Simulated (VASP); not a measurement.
# Sb (P4/mmm) in VASP: further runs, part 2 of 2

VASP 6.6.1. The steps go on from the part before.

### Step 3. Single point, PBEsol (strain -0.050 along x and y, +0.000 along z)

INCAR reads:

```
PREC     = Accurate       # precision mode
ENCUT    = 520            # plane-wave cutoff, eV
EDIFF    = 1E-6           # SCF threshold, eV
ISMEAR   = 0              # smearing method
SIGMA    = 0.15           # smearing width, eV
LREAL    = F              # projectors in reciprocal space
LASPH    = T              # aspherical terms in the spheres
NELM     = 60             # most SCF steps
ALGO     = Normal         # electronic algorithm
ISIF     = 2              # what is computed and relaxed
LWAVE    = F              # write WAVECAR
LCHARG   = T              # write CHGCAR
GGA      = PS             # functional
LELF     = T              # ELF
LVHAR    = T            
NBANDS   = 8              # bands
```

KPOINTS reads:

```
regular mesh
0
Gamma
  16 16 16
```

POSCAR reads:

```
Sb
1.0
    3.0020000000      0.0000000000      0.0000000000
    0.0000000000      3.0020000000      0.0000000000
    0.0000000000      0.0000000000      3.1600000000
Sb
1
Direct
    0.0000000000      0.0000000000      0.0000000000
```

Potentials or basis: VASP PAW PBE potentials, release 64 (Sb).

The run is started by

```console
$ cat potpaw_PBE.64/Sb/POTCAR > POTCAR
$ mpirun -np 1 vasp_std > vasp.out
```

OUTCAR:

```text
PREC = Accurate
   ENCUT = 520
   EDIFF = 1E-6
   ISMEAR = 0
   LREAL = F
   LASPH = T
   NELM = 60
   ISIF = 2
   GGA = PS

 ion  position               nearest neighbor table
   1  0.000  0.000  0.000-

  LATTYP: Found a simple tetragonal cell.
 ALAT       =     3.0020000000
 C/A-ratio  =     1.0526315789

  Lattice vectors:

 A1 = (   3.0020000000,   0.0000000000,   0.0000000000)
 A2 = (   0.0000000000,   3.0020000000,   0.0000000000)
 A3 = (   0.0000000000,   0.0000000000,   3.1600000000)

Analysis of symmetry for initial positions (statically):
=====================================================================
 Subroutine PRICEL returns:
 Original cell was already a primitive cell.

 Routine SETGRP: Setting up the symmetry group for a
 simple tetragonal supercell.

 Subroutine GETGRP returns: Found 16 space group operations
 (whereof 16 operations were pure point group operations)
 out of a pool of 16 trial point group operations.

The static configuration has the point symmetry D_4h.

Analysis of symmetry for dynamics (positions and initial velocities):
=====================================================================
 Subroutine PRICEL returns:
 Original cell was already a primitive cell.

 Routine SETGRP: Setting up the symmetry group for a
 simple tetragonal supercell.

 Subroutine GETGRP returns: Found 16 space group operations
 (whereof 16 operations were pure point group operations)
 out of a pool of 16 trial point group operations.

The dynamic configuration has the point symmetry D_4h.

 Subroutine INISYM returns: Found 16 space group operations
 (whereof 16 operations are pure point group operations),
 and found     1 'primitive' translations

----------------------------------------------------------------------------------------

                                     Primitive cell

  volume of cell :      28.4779

  direct lattice vectors                    reciprocal lattice vectors
     3.002000000  0.000000000  0.000000000     0.333111259  0.000000000  0.000000000
     0.000000000  3.002000000  0.000000000     0.000000000  0.333111259  0.000000000
     0.000000000  0.000000000  3.160000000     0.000000000  0.000000000  0.316455696

  length of vectors
     3.002000000  3.002000000  3.160000000     0.333111259  0.333111259  0.316455696

  position of ions in fractional coordinates (direct lattice)
     0.000000000  0.000000000  0.000000000

  ion indices of the primitive-cell ions
   primitive index   ion index
                 1           1

----------------------------------------------------------------------------------------

 KPOINTS: regular mesh

Automatic generation of k-mesh.
 Grid dimensions read from file:
 generate k-points for:   16   16   16

 Generating k-lattice:

  Cartesian coordinates                     Fractional coordinates (reciprocal lattice)
     0.020819454  0.000000000  0.000000000     0.062500000  0.000000000  0.000000000
     0.000000000  0.020819454  0.000000000     0.000000000  0.062500000  0.000000000
     0.000000000  0.000000000  0.019778481     0.000000000  0.000000000  0.062500000

  Length of vectors
     0.020819454  0.020819454  0.019778481

  Shift w.r.t. Gamma in fractional coordinates (k-lattice)
     0.000000000  0.000000000  0.000000000

 Subroutine IBZKPT returns following result:
 ===========================================

 Found    405 irreducible k-points:

 Following reciprocal coordinates:
            Coordinates               Weight
  0.000000  0.000000  0.000000      1.000000
  0.062500  0.000000  0.000000      4.000000
  0.125000  0.000000  0.000000      4.000000
  0.187500  0.000000  0.000000      4.000000
  0.250000  0.000000  0.000000      4.000000
  0.312500  0.000000  0.000000      4.000000
[... 16 lines left out ...]
  0.437500  0.125000  0.000000      8.000000
  0.500000  0.125000  0.000000      4.000000
 [... further k-points ...]
   k-points           NKPTS =    405   k-points in BZ     NKDIM =    405   number of bands    NBANDS=      8
   number of dos      NEDOS =    301   number of ions     NIONS =      1
   total plane-waves  NPLWV =  13824
   dimension x,y,z NGX =    24 NGY =   24 NGZ =   24
   dimension x,y,z NGXF=    48 NGYF=   48 NGZF=   48
   ions per type =               1
   NGX,Y,Z   is equivalent  to a cutoff of  13.29, 13.29, 12.63 a.u.
   NGXF,Y,Z  is equivalent  to a cutoff of  26.58, 26.58, 25.25 a.u.
 SYSTEM =  unknown system
   PREC   = accura    normal or accurate (medium, high low for compatibility)
   ISTART =      0    job   : 0-new  1-cont  2-samecut
   ICHARG =      2    charge: 1-file 2-atom 10-const
   ISPIN  =      1    spin polarized calculation?
   LNONCOLLINEAR =      F non collinear calculations
   LSORBIT =      F    spin-orbit coupling
   LASPH  =      T    aspherical Exc in radial PAW
   ENCUT  =  520.0 eV  38.22 Ry    6.18 a.u.   5.58  5.58  5.88*2*pi/ulx,y,z
   NELM   =     60;   NELMIN=  2; NELMDL= -5     # of ELM steps
   EDIFF  = 0.1E-05   stopping-criterion for ELM
   LREAL  =      F    real-space projection
   EDIFFG = 0.1E-04   stopping-criterion for IOM
   NSW    =      0    number of steps for IOM
   IBRION =     -1    ionic relax: 0-MD 1-quasi-New 2-CG
   NFREE  =      0    steps in history (QN), initial steepest desc. (CG)
   ISIF   =      2    stress and relaxation
   ISYM   =      2    0-nonsym 1-usesym 2-fastsym
   POTIM  = 0.5000    time-step for ionic-motion
   TEBEG  =    0.0;   TEEND  =   0.0 temperature during run
   PSTRESS=    0.0 pullay stress
   NELECT =       5.0000    total number of electrons
   NUPDOWN=      -1.0000    fix difference up-down
   EMIN   =  10.00;   EMAX   =-10.00  energy-range for DOS
   EFERMI =   0.00;   METHOD = LEGACY
   ISMEAR =     0;   SIGMA  =   0.15  broadening in eV -4-tet -1-fermi 0-gaus
   EFERMI_NEDOS =   21; number of points for ismear=-14 and -15
   IALGO  =     38    algorithm
   IMIX   =      4    mixing-type and parameters
     AMIX     =   0.40;   BMIX     =  1.00
     AMIX_MAG =   1.60;   BMIX_MAG =  1.00
  volume/ion in A,a.u.               =      28.48       192.18
  Fermi-wavevector in a.u.,A,eV,Ry     =   0.916703  1.732318 11.433581  0.840344
  Thomas-Fermi vector in A             =   2.041589
   LORBIT       =      0    0 simple, 1 ext, 2 COOP (PROOUT), +10 PAW based schemes
   GGA     = PS    functional components
   LHFCALC =     F    Hartree Fock is set to
   AEXX    =    0.0000 exact exchange contribution
   IVDW    =     0    specifies the selected vdW correction
   LEPSILON=     F    determine dielectric tensor
   LRPA    =     F    only Hartree local field effects (RPA)
 non-spin polarized calculation
 Gauss-broadening in eV      SIGMA  =   0.15
  energy-cutoff  :      520.00
  volume of cell :       28.48
 maximum number of plane-waves:       785
 NGX is ok and might be reduce to    24
   NGX = 11   NGY = 11   NGZ = 11

 number of electron       5.0000001 magnetization

 Free energy of the ion-electron system (eV)
  ---------------------------------------------------
  ext. energy  EPLUGINS =         0.00000000
  ---------------------------------------------------
  free energy    TOTEN  =        -4.51386787 eV

  energy without entropy =       -4.50813615  energy(sigma->0) =       -4.51100201

 E-fermi :   7.5738     XC(G=0):  -9.9471

 val. band max:        7.5674016293   @ k =   0.3125   0.2500   0.1875
 cond. band min:       7.5813705219   @ k =   0.1875   0.1250   0.0625
 fundamental gap:      0.0139688926
 Fermi energy:         7.5737602923

 k-point     1 :       0.0000    0.0000    0.0000
  band No.  band energies     occupation
      1      -5.2069      2.00000
      2       9.9902      0.00000
      3      11.4578      0.00000
      4      11.4578      0.00000
      5      13.9839      0.00000
      6      14.9328      0.00000
      7      16.2928      0.00000
      8      25.3667      0.00000

 k-point     2 :       0.0625    0.0000    0.0000
  band No.  band energies     occupation
      1      -5.1440      2.00000
      2      10.0535      0.00000
      3      10.6002      0.00000
      4      11.5223      0.00000
      5      14.0596      0.00000
      6      15.3393      0.00000
      7      16.8358      0.00000
      8      24.6472      0.00000
[... 221 lines left out ...]
 k-point    23 :       0.4375    0.1250    0.0000
  band No.  band energies     occupation
      1      -2.3503      2.00000
      2       2.2152      2.00000
      3      11.3677      0.00000
      4      12.4480      0.00000
      5      16.0268      0.00000
      6      16.9717      0.00000
      7      18.7090      0.00000
      8      18.7471      0.00000

 k-point    24 :       0.5000    0.1250    0.0000
  band No.  band energies     occupation
      1      -2.1156      2.00000
      2       1.8383      2.00000
      3      11.5443      0.00000
      4      12.5877      0.00000
      5      15.8194      0.00000
      6      17.3535      0.00000
      7      18.1973      0.00000
      8      18.5184      0.00000

 [... further k-points ...]
[... 5 lines left out ...]
  --------------------------------------------------------------------------------------
  -------------------------------------------------------------------------------------
  Total        0.5777777      0.5777777     -0.6384552      0.0000000      0.0000000     -0.0000000
  in kB       32.5059528     32.5059528    -35.9196852      0.0000000      0.0000000     -0.0000000
  external PRESSURE =       9.6974068 kB  Pullay stress =       0.0000000 kB

 VOLUME and BASIS-vectors are now :
 -----------------------------------------------------------------------------
  energy-cutoff  :      520.00
  volume of cell :       28.48
      direct lattice vectors                 reciprocal lattice vectors
     3.002000000  0.000000000  0.000000000     0.333111259  0.000000000  0.000000000
     0.000000000  3.002000000  0.000000000     0.000000000  0.333111259  0.000000000
     0.000000000  0.000000000  3.160000000     0.000000000  0.000000000  0.316455696

 POSITION                                       TOTAL-FORCE (eV/Angst)
 -----------------------------------------------------------------------------------
      0.00000      0.00000      0.00000         0.000000      0.000000      0.000000
 -----------------------------------------------------------------------------------
    total drift:                               -0.000000      0.000000      0.000000

  FREE ENERGIE OF THE ION-ELECTRON SYSTEM (eV)
  ---------------------------------------------------
  free  energy   TOTEN  =        -4.5138678702 eV

  energy  without entropy=       -4.5081361451  energy(sigma->0) =       -4.51100201
```

Wall time 16 s (1 thread of Intel Xeon 6975P-C (Granite Rapids), shared host); peak memory 0.2 GiB.

What came out:

| Quantity | Value |
| --- | --- |
| Free energy | -4.5139 eV |
| Pressure | 1.0 GPa |

Stress tensor (GPa, compression positive):
```
 3.25  0.00  0.00
 0.00  3.25  0.00
 0.00  0.00 -3.59
```

Caveat: the cell differs from its parent crystal (strain -0.050 along x and y, +0.000 along z); the PAW data sets were made with another functional, which shifts forces and pressure a little; spin-orbit coupling is left out, which moves the levels of the heavy elements.
